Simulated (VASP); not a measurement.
Ru:

```xyz
1
Lattice="2.4463 0.0000 0.0000 0.0000 2.4463 0.0000 0.0000 0.0000 2.4463" Properties=species:S:1:pos:R:3 pbc="T T T"
Ru    0.0000    0.0000    0.0000
```

- Program: VASP 6.6.1
- Task: relaxation of cell and atoms
- Functional: BLYP
- Potentials or basis: VASP PAW PBE potentials, release 64 (Ru_pv)
- Cutoff: 600 eV
- k mesh: 13 × 13 × 13
- Occupations: fermi-dirac, width 0.1 eV
- Spin: no spin polarisation

At the start: pressure 34.3 GPa; volume 14.64 Å³/atom.

Q: Where does the relaxation end?

A: Over 5 steps the energy falls by 194.5 meV/atom and the volume is 16.70 Å³/atom (+14.1 %); space group Pm-3m (No. 221, to 0.05 Å).

The path:
| step | energy change (eV) | largest force (eV/Å) | pressure (GPa) | volume (Å³) |
| --- | --- | --- | --- | --- |
| 1 | 0.0000 | 0.0000 | 34.34 | 14.64 |
| 2 | 0.4331 | 0.0000 | -26.59 | 22.34 |
| 3 | -0.1927 | 0.0000 | -2.53 | 16.94 |
| 4 | -0.1945 | 0.0000 | -0.51 | 16.75 |
| 5 | -0.1945 | 0.0000 | 0.01 | 16.70 |

Final structure:
```
Ru
1.0
     2.55614    0.00000    0.00000
     0.00000    2.55614    0.00000
     0.00000    0.00000    2.55614
Ru
1
Direct
  0.00000 0.00000 0.00000
```

Caveat: the PAW data sets were made with another functional, which shifts forces and pressure a little.
